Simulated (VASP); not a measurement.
# PrPb5 (P-62m) in VASP: single point with PBE

Aim: the single point of PrPb5 with PBE.

Everything below comes from runs of VASP 6.6.1. Logs are shortened: lines on timing, memory, paths and dates and some standing lists are left out, and cuts for length are marked.

**1. The cell of the first run**

It takes space group P-62m (No. 189, hexagonal). Conventional cell: a = 6.135 Å, b = 6.135 Å, c = 5.841 Å, α = 90.00°, β = 90.00°, γ = 120.00°. Pr (site symmetry -62m) has 12 Pb at 3.54 to 3.58 Å within 4.7 Å. Within 4.6 Å of Pb (site symmetry m2m) lie 10 Pb at 3.53 to 3.57 Å and 2 Pr at 3.58 Å. Within 4.7 Å of Pb (site symmetry -6) lie 9 Pb at 3.54 to 3.56 Å and 3 Pr at 3.54 Å.

The cell was built from a structure type or drawn by symmetry, and may not be a known phase.

**2. Single point, PBE**

Contents of INCAR:

```
ALGO = Normal
EDIFF = 1E-6
ENCUT = 500
GGA = PE
GGA_COMPAT = F
ISIF = 2
ISMEAR = 0
LASPH = T
LCHARG = F
LMAXMIX = 6
LREAL = F
LWAVE = F
NBANDS = 50
NELM = 200
PREC = Accurate
SIGMA = 0.1
```

Contents of KPOINTS:

```
k-points
0
Gamma
  3 3 4
```

Contents of POSCAR:

```
PrPb5
1.0
    6.1346145621      0.0000000000      0.0000000000
   -3.0673072811      5.3127320532      0.0000000000
    0.0000000000      0.0000000000      5.8414129594
Pr Pb
1 5
Direct
    0.0000000000      0.0000000000      0.5000000000
    0.0000000000      0.3364263924      0.0000000000
    0.6635736076      0.6635736076      0.0000000000
    0.3364263924      0.0000000000      0.0000000000
    0.6666666667      0.3333333333      0.5000000000
    0.3333333333      0.6666666667      0.5000000000
```

Potentials or basis: VASP PAW PBE potentials, release 64 (Pr_3, Pb_d), 4f in core.

The run is started by

```sh
cat potpaw_PBE.64/Pr_3/POTCAR potpaw_PBE.64/Pb_d/POTCAR > POTCAR
mpirun -np 1 vasp_std > vasp.out
```

OUTCAR:

```text
EDIFF = 1E-6
   ENCUT = 500
   GGA = PE
   ISIF = 2
   ISMEAR = 0
   LASPH = T
   LREAL = F
   NELM = 200
   PREC = Accurate

 ion  position               nearest neighbor table
   1  0.000  0.000  0.500-   5 3.54   6 3.54   5 3.54   6 3.54   5 3.54   6 3.54   3 3.58   3 3.58
                             4 3.58   4 3.58   2 3.58   2 3.58
   2  0.000  0.336  0.000-   4 3.53   3 3.53   4 3.53   3 3.53   5 3.56   5 3.56   6 3.56   6 3.56
                             3 3.57   4 3.57   1 3.58   1 3.58
   3  0.664  0.664  0.000-   2 3.53   4 3.53   2 3.53   4 3.53   6 3.56   6 3.56   5 3.56   5 3.56
                             4 3.57   2 3.57   1 3.58   1 3.58
   4  0.336  0.000  0.000-   2 3.53   2 3.53   3 3.53   3 3.53   6 3.56   6 3.56   5 3.56   5 3.56
                             3 3.57   2 3.57   1 3.58   1 3.58
   5  0.667  0.333  0.500-   6 3.54   6 3.54   1 3.54   1 3.54   1 3.54   6 3.54   2 3.56   2 3.56
                             4 3.56   4 3.56   3 3.56   3 3.56
   6  0.333  0.667  0.500-   5 3.54   5 3.54   1 3.54   1 3.54   1 3.54   5 3.54   4 3.56   4 3.56
                             2 3.56   2 3.56   3 3.56   3 3.56

  LATTYP: Found a hexagonal cell.
 ALAT       =     6.1346145621
 C/A-ratio  =     0.9522053750

  Lattice vectors:

 A1 = (   6.1346145621,   0.0000000000,   0.0000000000)
 A2 = (  -3.0673072811,   5.3127320532,   0.0000000000)
 A3 = (   0.0000000000,   0.0000000000,   5.8414129594)

Analysis of symmetry for initial positions (statically):
=====================================================================
 Subroutine PRICEL returns:
 Original cell was already a primitive cell.

 Routine SETGRP: Setting up the symmetry group for a
 hexagonal supercell.

 Subroutine GETGRP returns: Found 12 space group operations
 (whereof 12 operations were pure point group operations)
 out of a pool of 24 trial point group operations.

The static configuration has the point symmetry D_3h.

Analysis of symmetry for dynamics (positions and initial velocities):
=====================================================================
 Subroutine PRICEL returns:
 Original cell was already a primitive cell.

 Routine SETGRP: Setting up the symmetry group for a
 hexagonal supercell.

 Subroutine GETGRP returns: Found 12 space group operations
 (whereof 12 operations were pure point group operations)
 out of a pool of 24 trial point group operations.

The dynamic configuration has the point symmetry D_3h.

 Subroutine INISYM returns: Found 12 space group operations
 (whereof 12 operations are pure point group operations),
 and found     1 'primitive' translations

----------------------------------------------------------------------------------------

                                     Primitive cell

  volume of cell :     190.3808

  direct lattice vectors                    reciprocal lattice vectors
     6.134614562  0.000000000  0.000000000     0.163009426  0.094113536  0.000000000
    -3.067307281  5.312732053  0.000000000     0.000000000  0.188227072  0.000000000
     0.000000000  0.000000000  5.841412959     0.000000000  0.000000000  0.171191458

  length of vectors
     6.134614562  6.134614562  5.841412959     0.188227072  0.188227072  0.171191458

  position of ions in fractional coordinates (direct lattice)
     0.000000000  0.000000000  0.500000000
     0.000000000  0.336426392  0.000000000
     0.663573608  0.663573608  0.000000000
     0.336426392  0.000000000  0.000000000
     0.666666667  0.333333333  0.500000000
     0.333333333  0.666666667  0.500000000

  ion indices of the primitive-cell ions
   primitive index   ion index
                 1           1
                 2           2
                 3           3
                 4           4
                 5           5
                 6           6

----------------------------------------------------------------------------------------

 KPOINTS: k-points

Automatic generation of k-mesh.
 Grid dimensions read from file:
 generate k-points for:    3    3    4

 Generating k-lattice:

  Cartesian coordinates                     Fractional coordinates (reciprocal lattice)
     0.054336475  0.031371179  0.000000000     0.333333333 -0.000000000  0.000000000
     0.000000000  0.062742357  0.000000000     0.000000000  0.333333333  0.000000000
     0.000000000  0.000000000  0.042797864     0.000000000  0.000000000  0.250000000

  Length of vectors
     0.062742357  0.062742357  0.042797864

  Shift w.r.t. Gamma in fractional coordinates (k-lattice)
     0.000000000  0.000000000  0.000000000

 Subroutine IBZKPT returns following result:
 ===========================================

 Found      9 irreducible k-points:

 Following reciprocal coordinates:
            Coordinates               Weight
  0.000000  0.000000  0.000000      1.000000
  0.333333  0.000000  0.000000      6.000000
  0.333333  0.333333  0.000000      2.000000
  0.000000  0.000000  0.250000      2.000000
  0.333333  0.000000  0.250000     12.000000
  0.333333  0.333333  0.250000      4.000000
  0.000000  0.000000  0.500000      1.000000
  0.333333  0.000000  0.500000      6.000000
  0.333333  0.333333  0.500000      2.000000
   k-points           NKPTS =      9   k-points in BZ     NKDIM =      9   number of bands    NBANDS=     50
   number of dos      NEDOS =    301   number of ions     NIONS =      6
   total plane-waves  NPLWV = 110592
   dimension x,y,z NGX =    48 NGY =   48 NGZ =   48
   dimension x,y,z NGXF=    96 NGYF=   96 NGZF=   96
   ions per type =               1   5
   NGX,Y,Z   is equivalent  to a cutoff of  13.01, 13.01, 13.66 a.u.
   NGXF,Y,Z  is equivalent  to a cutoff of  26.02, 26.02, 27.32 a.u.
 SYSTEM =  unknown system
   PREC   = accura    normal or accurate (medium, high low for compatibility)
   ISTART =      0    job   : 0-new  1-cont  2-samecut
   ICHARG =      2    charge: 1-file 2-atom 10-const
   ISPIN  =      1    spin polarized calculation?
   LNONCOLLINEAR =      F non collinear calculations
   LSORBIT =      F    spin-orbit coupling
   LASPH  =      T    aspherical Exc in radial PAW
   ENCUT  =  500.0 eV  36.75 Ry    6.06 a.u.  11.18 11.18 10.65*2*pi/ulx,y,z
   NELM   =    200;   NELMIN=  2; NELMDL= -5     # of ELM steps
   EDIFF  = 0.1E-05   stopping-criterion for ELM
   LREAL  =      F    real-space projection
[... 7 lines left out ...]
   TEBEG  =    0.0;   TEEND  =   0.0 temperature during run
   PSTRESS=    0.0 pullay stress
   NELECT =      81.0000    total number of electrons
   NUPDOWN=      -1.0000    fix difference up-down
   EMIN   =  10.00;   EMAX   =-10.00  energy-range for DOS
   EFERMI =   0.00;   METHOD = LEGACY
   ISMEAR =     0;   SIGMA  =   0.10  broadening in eV -4-tet -1-fermi 0-gaus
   EFERMI_NEDOS =   21; number of points for ismear=-14 and -15
   IALGO  =     38    algorithm
   IMIX   =      4    mixing-type and parameters
     AMIX     =   0.40;   BMIX     =  1.00
     AMIX_MAG =   1.60;   BMIX_MAG =  1.00
  volume/ion in A,a.u.               =      31.73       214.13
  Fermi-wavevector in a.u.,A,eV,Ry     =   1.231295  2.326810 20.627623  1.516088
  Thomas-Fermi vector in A             =   2.366110
   LORBIT       =      0    0 simple, 1 ext, 2 COOP (PROOUT), +10 PAW based schemes
   GGA     = PE    functional components
   LHFCALC =     F    Hartree Fock is set to
   AEXX    =    0.0000 exact exchange contribution
   IVDW    =     0    specifies the selected vdW correction
   LEPSILON=     F    determine dielectric tensor
   LRPA    =     F    only Hartree local field effects (RPA)
 non-spin polarized calculation
 Gauss-broadening in eV      SIGMA  =   0.10
  energy-cutoff  :      500.00
  volume of cell :      190.38
 maximum number of plane-waves:      4851
 NGX is ok and might be reduce to    48
   NGX = 23   NGY = 23   NGZ = 21

 number of electron      80.9999997 magnetization

 Free energy of the ion-electron system (eV)
  ---------------------------------------------------
  ext. energy  EPLUGINS =         0.00000000
  ---------------------------------------------------
  free energy    TOTEN  =       -23.45330209 eV

  energy without entropy =      -23.42105724  energy(sigma->0) =      -23.43717967

 E-fermi :   6.3710     XC(G=0): -10.0051

 val. band max:        6.3593032257   @ k =   0.3333   0.0000   0.2500
 cond. band min:       6.3784815548   @ k =   0.3333   0.0000   0.0000
 fundamental gap:      0.0191783291
 Fermi energy:         6.3709619884

 k-point     1 :       0.0000    0.0000    0.0000
  band No.  band energies     occupation
      1     -30.6016      2.00000
      2     -12.6046      2.00000
      3     -12.6046      2.00000
      4     -12.5581      2.00000
      5     -10.6291      2.00000
      6     -10.6132      2.00000
[... 42 lines left out ...]
     49       9.3027      0.00000
     50      10.5232      0.00000

 k-point     2 :       0.3333    0.0000    0.0000
  band No.  band energies     occupation
      1     -30.6015      2.00000
      2     -12.6060      2.00000
      3     -12.5984      2.00000
      4     -12.5598      2.00000
      5     -10.6208      2.00000
      6     -10.6092      2.00000
[... 42 lines left out ...]
     49       9.9902      0.00000
     50      10.6371      0.00000

 k-point     3 :       0.3333    0.3333    0.0000
  band No.  band energies     occupation
      1     -30.6014      2.00000
      2     -12.6001      2.00000
      3     -12.6001      2.00000
      4     -12.5607      2.00000
      5     -10.6326      2.00000
      6     -10.6244      2.00000
[... 42 lines left out ...]
     49       9.5324      0.00000
     50      10.4665      0.00000

 k-point     4 :       0.0000    0.0000    0.2500
  band No.  band energies     occupation
      1     -30.6015      2.00000
      2     -12.6036      2.00000
      3     -12.6036      2.00000
      4     -12.5598      2.00000
      5     -10.6311      2.00000
      6     -10.6018      2.00000
[... 42 lines left out ...]
     49       9.9640      0.00000
     50       9.9640      0.00000

 k-point     5 :       0.3333    0.0000    0.2500
  band No.  band energies     occupation
      1     -30.6014      2.00000
      2     -12.6045      2.00000
      3     -12.5974      2.00000
      4     -12.5608      2.00000
      5     -10.6200      2.00000
      6     -10.6141      2.00000
[... 42 lines left out ...]
     49       9.6535      0.00000
     50      10.4324      0.00000

 k-point     6 :       0.3333    0.3333    0.2500
  band No.  band energies     occupation
      1     -30.6014      2.00000
      2     -12.5986      2.00000
      3     -12.5986      2.00000
      4     -12.5613      2.00000
      5     -10.6308      2.00000
      6     -10.6238      2.00000
[... 42 lines left out ...]
     49       9.7864      0.00000
     50      10.2880      0.00000

 k-point     7 :       0.0000    0.0000    0.5000
  band No.  band energies     occupation
      1     -30.6015      2.00000
      2     -12.6026      2.00000
      3     -12.6026      2.00000
      4     -12.5615      2.00000
      5     -10.6334      2.00000
      6     -10.5985      2.00000
[... 42 lines left out ...]
     49      10.2159      0.00000
     50      10.6068      0.00000

 k-point     8 :       0.3333    0.0000    0.5000
  band No.  band energies     occupation
      1     -30.6014      2.00000
      2     -12.6029      2.00000
      3     -12.5963      2.00000
      4     -12.5617      2.00000
      5     -10.6187      2.00000
      6     -10.6151      2.00000
[... 42 lines left out ...]
     49       9.9786      0.00000
     50      10.0937      0.00000

 k-point     9 :       0.3333    0.3333    0.5000
  band No.  band energies     occupation
      1     -30.6013      2.00000
      2     -12.5972      2.00000
      3     -12.5972      2.00000
      4     -12.5619      2.00000
      5     -10.6234      2.00000
      6     -10.6228      2.00000
[... 42 lines left out ...]
     49       9.7545      0.00000
     50       9.7578      0.00000

------------------------ aborting loop because EDIFF is reached ----------------------------------------

  FORCE on cell =-STRESS in cart. coord.  units (eV):
  Direction    XX          YY          ZZ          XY          YZ          ZX
  --------------------------------------------------------------------------------------
  -------------------------------------------------------------------------------------
  Total        0.1928274      0.1928274     -1.3087672     -0.0000000     -0.0000000      0.0000000
  in kB        1.6227676      1.6227676    -11.0141220     -0.0000000     -0.0000000      0.0000000
  external PRESSURE =      -2.5895289 kB  Pullay stress =       0.0000000 kB

 VOLUME and BASIS-vectors are now :
 -----------------------------------------------------------------------------
  energy-cutoff  :      500.00
  volume of cell :      190.38
      direct lattice vectors                 reciprocal lattice vectors
     6.134614562  0.000000000  0.000000000     0.163009426  0.094113536  0.000000000
    -3.067307281  5.312732053  0.000000000     0.000000000  0.188227072  0.000000000
     0.000000000  0.000000000  5.841412959     0.000000000  0.000000000  0.171191458

 POSITION                                       TOTAL-FORCE (eV/Angst)
 -----------------------------------------------------------------------------------
      0.00000      0.00000      2.92071        -0.000000     -0.000000      0.000000
     -1.03192      1.78734      0.00000         0.005018     -0.008691      0.000000
      2.03538      3.52539      0.00000         0.005018      0.008691      0.000000
      2.06385      0.00000      0.00000        -0.010035     -0.000000      0.000000
      3.06731      1.77091      2.92071        -0.000000      0.000000      0.000000
     -0.00000      3.54182      2.92071        -0.000000      0.000000      0.000000
 -----------------------------------------------------------------------------------
    total drift:                                0.000000      0.000000      0.000000

  FREE ENERGIE OF THE ION-ELECTRON SYSTEM (eV)
  ---------------------------------------------------
  free  energy   TOTEN  =       -23.4533020877 eV

  energy  without entropy=      -23.4210572429  energy(sigma->0) =      -23.43717967
```

Run time: 45 s. Hardware: 1 thread of Intel Xeon 6975P-C (Granite Rapids), shared host; peak memory 0.34 GiB.

Results:

- Free energy: -23.4533 eV
- Pressure: -0.3 GPa
- Largest force: 0.010 eV/Å
- Band gap on the k mesh: zero (an odd number of electrons rules out a gap without spin polarisation)

Forces in eV/Å, atoms in the order of the input:
```
Pr   0.000  0.000  0.000
Pb   0.005 -0.009  0.000
Pb   0.005  0.009  0.000
Pb  -0.010  0.000  0.000
Pb   0.000  0.000  0.000
Pb   0.000  0.000  0.000
```

Stress tensor (GPa, compression positive):
```
 0.16  0.00  0.00
 0.00  0.16  0.00
 0.00  0.00 -1.10
```

Caveat: the k points lie up to 0.39 Å⁻¹ apart, too coarse for converged energies and pressures of a metal; spin-orbit coupling is left out, which moves the levels of the heavy elements; the 4f electrons are frozen in the core, so they carry no moment and show no levels.
